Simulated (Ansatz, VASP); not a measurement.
# Two plane-wave programs on Li

The input INCAR:

```
SYSTEM = Li
ALGO     = Normal         ! electronic algorithm
EDIFF    = 1E-6           ! SCF threshold, eV
ENCUT    = 520            ! plane-wave cutoff, eV
GGA      = PE             ! functional
ISIF     = 2              ! what is computed and relaxed
ISMEAR   = 0              ! smearing method
LASPH    = .True.         ! aspherical terms in the spheres
LCHARG   = .False.        ! write CHGCAR
LREAL    = .False.        ! projectors in reciprocal space
LWAVE    = .False.        ! write WAVECAR
NBANDS   = 14             ! bands
NELM     = 60             ! most SCF steps
PREC     = Accurate       ! precision mode
SIGMA    = 0.1            ! smearing width, eV
```

KPOINTS

```
k-points
0
Gamma
  10 10 10
  0 0 0
```

Contents of POSCAR:

```
Li
1.0
    4.3935035895      0.0000000000      0.0000000000
    0.0000000000      4.3935035895      0.0000000000
    0.0000000000      0.0000000000      4.3935035895
Li
4
Direct
    0.9069710757      0.0930289243      0.5930289243
    0.4069710757      0.4069710757      0.4069710757
    0.0930289243      0.5930289243      0.9069710757
    0.5930289243      0.9069710757      0.0930289243
```

Input for Ansatz:

```yaml
crystal:
  lattice:
    - [4.3935035895, 0.0, 0.0]
    - [0.0, 4.3935035895, 0.0]
    - [0.0, 0.0, 4.3935035895]
  atoms:
    - { symbol: Li, position: [0.9069710757, 0.0930289243, 0.5930289243] }
    - { symbol: Li, position: [0.4069710757, 0.4069710757, 0.4069710757] }
    - { symbol: Li, position: [0.0930289243, 0.5930289243, 0.9069710757] }
    - { symbol: Li, position: [0.5930289243, 0.9069710757, 0.0930289243] }
basis:
  ecutwfc: 420
kpoints:
  mp_grid: { grid: [10, 10, 10] }
hamiltonian:
  xc: pbe
scf:
  occupations: { method: gaussian, width: 0.1 }
output:
  forces: true
  stress: true
  eigenvalues: true
  write_density: true
  write_potential: true
  elf: true
  volumetric_format: npy
```

Alike in both runs: task single point; functional PBE; k mesh 10 × 10 × 10; occupations gaussian, width 0.1 eV; no spin polarisation.

|  | VASP | Ansatz |
| --- | --- | --- |
| version | VASP 6.6.1 | Ansatz 0.2.0 |
| potentials or method | VASP PAW PBE potentials, release 64 (Li_sv), cutoff 520 eV | scalar-relativistic, plane waves, PAW |
| valence electrons in the cell | 12 | 12 |

```tsv
	VASP	Ansatz	Ansatz less VASP
gap on the k mesh at the Fermi level (eV)	none	none	-
rms of the force components (eV/Å)	0.187	0.187	-0.0008
```

Atom by atom the forces differ by 0.001 eV/Å (rms over components). A gap of «none» marks a metal or a gap that the smearing closes.

Noted on VASP's run: the cutoff is short for stress, so the pressure is rough.
